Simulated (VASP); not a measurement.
CdH6, 7 atoms in the cell. The typed cell holds 7 atoms: a = 3.553 Å, b = 3.553 Å, c = 5.155 Å, α = 90.00°, β = 90.00°, γ = 90.00°. 

```yaml
Program: VASP 6.6.1
Task: single point
Functional: PBE
Potentials_or_basis: VASP PAW PBE potentials, release 64 (Cd, H)
Cutoff: 520 eV
k_mesh: 4 × 4 × 6
Occupations: gaussian, width 0.1 eV
Spin: no spin polarisation
Dipole_correction: no
Further_INCAR_settings: ALGO = Normal; EDIFF = 1e-06; NBANDS = 18
```

Potentials or basis: VASP PAW PBE potentials, release 64 (Cd, H).

Command:

```console
$ cat potpaw_PBE.64/Cd/POTCAR potpaw_PBE.64/H/POTCAR > POTCAR
$ mpirun -np 1 vasp_std > vasp.out
```

Hardware: 1 thread of Intel(R) Xeon(R) 6975P-C (Granite Rapids), with other jobs on the host.

Question: Estimate the wall time of this run.

Answer: Run time: 13 s on 1 thread of Intel(R) Xeon(R) 6975P-C (Granite Rapids), on a shared host, peak memory 0.18 GiB. Counts: scf iterations 14, k points 24.
